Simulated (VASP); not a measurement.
ZnS, 4 atoms in the cell. The structure is trigonal, space group P3m1 (No. 156). Conventional cell: a = 3.811 Å, b = 3.811 Å, c = 6.234 Å, α = 90.00°, β = 90.00°, γ = 120.00°. Zn (site symmetry 3m) has 4 S at 2.31 to 2.48 Å within 3.1 Å. Within 3.0 Å of Zn (site symmetry 3m) lie 4 S at 2.29 to 2.40 Å. S (site symmetry 3m) has 4 Zn at 2.29 to 2.48 Å within 3.0 Å. Within 3.1 Å of S (site symmetry 3m) lie 4 Zn at 2.31 to 2.40 Å.  This cell differs from its parent crystal: atom 3 (S) moved +0.075 Å along Cartesian [0 0 1].

```yaml
Program: VASP 6.6.1
Task: single point
Functional: PBE
Potentials_or_basis: VASP PAW PBE potentials, release 64 (Zn, S)
Cutoff: 520 eV
k_mesh: 12 × 12 × 6
Occupations: gaussian, width 0.05 eV
Spin: no spin polarisation
Dipole_correction: no
Further_INCAR_settings: ALGO = Normal; EDIFF = 1e-06; NBANDS = 26
```

Potentials or basis: VASP PAW PBE potentials, release 64 (Zn, S).

Command:

```bash
$ cat potpaw_PBE.64/Zn/POTCAR potpaw_PBE.64/S/POTCAR > POTCAR
$ mpirun -np 1 vasp_std > vasp.out
```

Hardware: 1 thread of Intel Xeon 8259CL, on a shared host.

Task: How long does it take, and how much memory?

Result: It took 4.3 min on 1 thread of Intel Xeon 8259CL (shared host), peak memory 0.3 GiB. Counts: scf iterations 14, k points 100.
